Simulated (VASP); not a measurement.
Runs of VASP 6.6.1 on La. The structure is that of space group Im-3m (No. 229), or close to it. The cells are those of the table. This isn't the form of La at room conditions, which is double hcp.

```tsv
task	level	potentials or basis	cell	k mesh	cutoff (eV)	smearing	dipole correction	tolerance level	purpose	K density	gap on the mesh (eV)	pressure (GPa)
single point	PBEsol	VASP PAW PBE potentials, release 64 (La)	a = 3.124 Å, angles 109.5°, 1 atom	9 × 9 × 9	520	fermi-dirac 0.05 eV	no	-	-	-	none	20.3
single point	r2SCAN	VASP PAW PBE potentials, release 64 (La)	a = 3.679 Å, angles 109.5°, 1 atom	9 × 9 × 9	520	methfessel-paxton 0.025 eV	no	-	-	-	none	-0.3
relaxation of cell and atoms	PBEsol	VASP PAW PBE potentials, release 64 (La)	relaxed to 5 GPa from a = 3.679 Å, angles 109.5°, 1 atom	9 × 9 × 9	600	fermi-dirac 0.05 eV	no	-	-	-	none	5.0
single point	revPBE	VASP PAW PBE potentials, release 64 (La)	a = 3.679 Å, angles 109.5°, 1 atom	27 × 27 × 27	440	tetrahedron 0.1 eV	-	screening	density of states	10 × 10 × 10	none	-
single point	LDA	VASP PAW LDA potentials, release 64 (La)	a = 3.603 Å, angles 109.5°, 1 atom	9 × 9 × 9	520	fermi-dirac 0.05 eV	no	-	-	-	none	(a)
```

Alike in all rows: no spin polarisation.

Question: Estimate the missing entries.

Answer: (a) -2.6.

Caveats: spin-orbit coupling is left out, which moves the levels of the heavy elements; the PAW data sets were made with another functional, which shifts forces and pressure a little (at least some runs); the cell stands under pressure (at least some runs); the cell is relaxed towards a set pressure, so the run minimises the enthalpy, not the energy (at least some runs); tetrahedron occupations give inexact forces and stress in metals (at least some runs).

A k mesh can miss the band edges, and the runs leave out spin-orbit coupling on La.

A gap of «none» marks levels without a gap at the run's occupations.
